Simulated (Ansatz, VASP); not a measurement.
One calculation of Al, two programs

INCAR

```
ALGO = Fast
EDIFF = 1E-6
EDIFFG = -0.01
ENCUT = 600
GGA = PE
IBRION = 2
ISIF = 3
ISMEAR = 0
LASPH = True
LCHARG = False
LREAL = False
LWAVE = False
NELM = 60
NSW = 100
PREC = Accurate
SIGMA = 0.1
```

File KPOINTS:

```
k-points
0
Gamma
  22 22 12
```

The input POSCAR:

```
Al
1.0
    1.4246274620     -2.5141256269      0.0000000000
    1.4246274620      2.5141256269      0.0000000000
    0.0000000000      0.0000000000      4.6434962426
Al
2
Direct
    0.3333496911      0.6666503089      0.7500000000
    0.6666503089      0.3333496911      0.2500000000
```

Input for Ansatz:

```yaml
crystal:
  lattice:
    - [1.424627462, -2.5141256269, 0.0]
    - [1.424627462, 2.5141256269, 0.0]
    - [0.0, 0.0, 4.6434962426]
  atoms:
    - { symbol: Al, position: [0.3333496911, 0.6666503089, 0.75] }
    - { symbol: Al, position: [0.6666503089, 0.3333496911, 0.25] }
basis:
  ecutwfc: 420
kpoints:
  mp_grid: { grid: [22, 22, 12] }
hamiltonian:
  xc: pbe
scf:
  occupations: { method: gaussian, width: 0.1 }
output:
  forces: true
  stress: true
  eigenvalues: true
relax:
  adjacent_minimum: "off"
  f_tol: 0.01
  max_steps: 80
  cell: { stress_tol: 0.05 }
```

Change from the starting cell: the structure that the rattled cell fell into.

Alike in both runs: task relaxation of cell and atoms; functional PBE; k mesh 22 × 22 × 12; occupations gaussian, width 0.1 eV; no spin polarisation.

|  | VASP | Ansatz |
| --- | --- | --- |
| version | VASP 6.6.1 | Ansatz 0.2.0 |
| potentials or method | VASP PAW PBE potentials, release 64 (Al), cutoff 600 eV | scalar-relativistic, plane waves, PAW |
| valence electrons in the cell | 6 | 6 |

|  | VASP | Ansatz | Ansatz less VASP |
| --- | --- | --- | --- |
| gap on the k mesh at the Fermi level, each at its own relaxed structure (eV) | none | none | - |
| relaxed volume (Å³/atom) | 16.64 | 16.64 | +0.003 |
| relaxed length of the cell vector where the two differ most in proportion (Å) | 4.731 | 4.728 | -0.0033 |

A gap of «none» marks a metal or a gap that the smearing closes.
